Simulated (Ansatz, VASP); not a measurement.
# SiF in VASP and in Ansatz

The input INCAR:

```
PREC = Accurate
ENCUT = 600
EDIFF = 1E-7
ISMEAR = 0
SIGMA = 0.2
LREAL = False
LASPH = True
NELM = 120
ALGO = Normal
ISIF = 3
LWAVE = False
LCHARG = False
GGA = PE
IBRION = 2
NSW = 36
EDIFFG = -0.08
GGA_COMPAT = False
NELMIN = 4
```

Contents of KPOINTS:

```
Automatic mesh
0
Gamma
  7 7 7
```

The input POSCAR:

```
SiF
1.0
    2.9424102900      0.0000000000      0.0000000000
    0.0000000000      2.9424102900      0.0000000000
    0.0000000000      0.0000000000      2.9424102900
Si F
1 1
Direct
    0.0000000000      0.0000000000      0.0000000000
    0.5000000000      0.5000000000      0.5000000000
```

Input for Ansatz:

```yaml
crystal:
  lattice:
    - [2.94241029, 0.0, 0.0]
    - [0.0, 2.94241029, 0.0]
    - [0.0, 0.0, 2.94241029]
  atoms:
    - { symbol: Si, position: [0.0, 0.0, 0.0] }
    - { symbol: F, position: [0.5, 0.5, 0.5] }
basis:
  ecutwfc: 420
kpoints:
  mp_grid: { grid: [7, 7, 7] }
hamiltonian:
  xc: pbe
scf:
  occupations: { method: gaussian, width: 0.2 }
  lower_state_search: "off"
output:
  forces: true
  stress: true
  eigenvalues: true
relax:
  adjacent_minimum: "off"
  f_tol: 0.08
  max_steps: 16
  cell: { stress_tol: 0.8 }
```

Change from the starting cell: species swapped into the TlI type (Pm-3m, No. 221).

Alike in both runs: task relaxation of cell and atoms; functional PBE; k mesh 7 × 7 × 7; occupations gaussian, width 0.2 eV; no spin polarisation.

|  | VASP | Ansatz |
| --- | --- | --- |
| version | VASP 6.6.1 | Ansatz 0.2.0 |
| potentials or method | VASP PAW PBE potentials, release 64 (Si, F), cutoff 600 eV | scalar-relativistic, plane waves, PAW |
| valence electrons in the cell | 11 | 11 |

```csv
,VASP,Ansatz,Ansatz less VASP
"gap on the k mesh at the Fermi level, each at its own relaxed structure (eV)",none,none,-
relaxed volume (Å³/atom),13.85,13.84,-0.002
relaxed cell length with the largest relative difference (Å),3.025,3.025,-0.0002
```

A gap of «none» marks a metal or a gap that the smearing closes.
